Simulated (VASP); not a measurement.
TeOs, 2 atoms in the cell. The structure is cubic, space group Pm-3m (No. 221). Conventional cell: a = 3.336 Å, b = 3.336 Å, c = 3.336 Å, α = 90.00°, β = 90.00°, γ = 90.00°. Within 3.8 Å of Te (site symmetry m-3m) lie 8 Os at 2.89 Å and 6 Te at 3.34 Å. Os (site symmetry m-3m) has 8 Te at 2.89 Å and 6 Os at 3.34 Å within 3.8 Å. 

| Item | Value |
| --- | --- |
| Program | VASP 6.6.1 |
| Task | single point |
| Functional | PBE |
| Potentials or basis | VASP PAW PBE potentials, release 64 (Te, Os) |
| Cutoff | 520 eV |
| k mesh | 16 × 16 × 16 |
| Occupations | gaussian, width 0.1 eV |
| Spin | no spin polarisation |
| Dipole correction | no |
| Further INCAR settings | ALGO = Normal; EDIFF = 1e-06; NBANDS = 14 |

Potentials or basis: VASP PAW PBE potentials, release 64 (Te, Os).

The run is started by

```console
$ cat potpaw_PBE.64/Te/POTCAR potpaw_PBE.64/Os/POTCAR > POTCAR
$ mpirun -np 1 vasp_std > vasp.out
```

Hardware: 1 thread of Intel(R) Xeon(R) Platinum 8488C (Sapphire Rapids), on a shared host.

Task: How long does it take, and how much memory?

Result: It took 97 s on 1 thread of Intel(R) Xeon(R) Platinum 8488C (Sapphire Rapids), with other jobs on the host, peak memory 0.23 GiB. Counts: scf iterations 14, k points 165.
